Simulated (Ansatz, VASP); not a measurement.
N: VASP beside Ansatz

```xyz
4
Lattice="5.4461 0.0000 0.0000 0.0000 5.4461 0.0000 0.0000 0.0000 5.4461" Properties=species:S:1:pos:R:3 pbc="T T T"
N     0.0020    0.0020    0.0020
N     2.7210    5.4440    2.7250
N     2.7250    2.7210    5.4440
N     5.4440    2.7250    2.7210
```

Alike in both runs: functional r2SCAN; k mesh 4 × 4 × 4; occupations gaussian, width 0.02 eV; collinear spin.

Ansatz relaxed the structure, and its values are those at the end. VASP's run is a single point on that final structure, the one shown.

```csv
,VASP,Ansatz
version,VASP 6.6.1,Ansatz 0.2.0
potentials or method,"VASP PAW PBE potentials, release 64 (N), cutoff 520 eV","scalar-relativistic, plane waves, PAW"
valence electrons in the cell,20,20
```

VASP gave:

- gap on the k mesh at the Fermi level (eV): 4.41
- least direct gap on the mesh (eV): 4.49
- pressure (GPa): -0.1
- net moment per atom (μB): 3.00
- size of the moment on the site where the two differ most (μB): 1.99

Question: Which values does Ansatz return?

Answer: gap on the k mesh at the Fermi level (eV): 4.41; least direct gap on the mesh (eV): 4.49; pressure (GPa): 0.0; net moment per atom (μB): 3.00; size of the moment on the site where the two differ most (μB): 2.93.

VASP's potentials were made for PBE, not for r2SCAN. Site moments also hang on the region over which each program counts them. Ansatz's warnings: stress scf threshold loose.
